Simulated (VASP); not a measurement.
Write the native input for VASP 6.6.1 that does the following.

- Task: relaxation of cell and atoms
- Functional: PBE
- Potentials or basis: VASP PAW PBE potentials, release 64 (Ta_pv, Ga_d, Mo_sv)
- Cutoff: 600 eV
- k mesh: 8 × 8 × 8
- Occupations: gaussian, width 0.1 eV
- Spin: no spin polarisation
- Dipole correction: no
- Further INCAR settings: ALGO = Fast; EDIFF = 1e-06; IBRION = 2; EDIFFG = -0.01; NSW = 100; ISIF = 3

The structure of TaGaMo3 lies in POSCAR:

```
TaGaMo3
1.0
    4.5520330003      0.0000000000      0.0000000000
    0.0000000000      4.5520330003      0.0000000000
    0.0000000000      0.0000000000      4.5520330003
Ta Ga Mo
1 1 3
Direct
    0.0000000000      0.0000000000      0.0000000000
    0.5000000000      0.5000000000      0.5000000000
    0.0000000000      0.5000000000      0.5000000000
    0.5000000000      0.0000000000      0.5000000000
    0.5000000000      0.5000000000      0.0000000000
```

The cell was built from a structure type or drawn by symmetry, and may not be a known phase.

These files were run (other wordings do the same):

INCAR

```
SYSTEM = TaGaMo3
  PREC = Accurate
  ENCUT = 600
  EDIFF = 1E-6
  ISMEAR = 0
  SIGMA = 0.1
  LREAL = .False.
  LASPH = .True.
  NELM = 80
  ALGO = Fast
  ISIF = 3
  LWAVE = .False.
  LCHARG = .False.
  GGA = PE
  IBRION = 2
  NSW = 100
  EDIFFG = -0.01
```

KPOINTS

```
Automatic mesh
0
Gamma
  8 8 8
  0 0 0
```

Potentials or basis: VASP PAW PBE potentials, release 64 (Ta_pv, Ga_d, Mo_sv).

The run is started by

```sh
$ cat potpaw_PBE.64/Ta_pv/POTCAR potpaw_PBE.64/Ga_d/POTCAR potpaw_PBE.64/Mo_sv/POTCAR > POTCAR
$ mpirun -np 1 vasp_std > vasp.out
```

Results of the run:

```yaml
Relaxed_volume: 18.93 Å³/atom
Relaxed_cell: a = 4.557 Å, b = 4.557 Å, c = 4.557 Å, α = 90.00°, β = 90.00°, γ = 90.00°
Space_group_after_relaxing_to_0.1_Å: Pm-3m (No. 221)
Energy_gained_by_relaxing: 0.1 meV/atom
Ionic_steps: 3
Pressure_after_relaxing: 0.0 GPa
Band_gap_on_the_k_mesh: zero (bands 33 and 34 overlap by 1.16 eV)
```

Caveat: spin-orbit coupling is left out, which moves the levels of the heavy elements.

Run time: 11 min on 1 thread of Intel Xeon 8259CL, with other jobs on the host, peak memory 0.32 GiB.
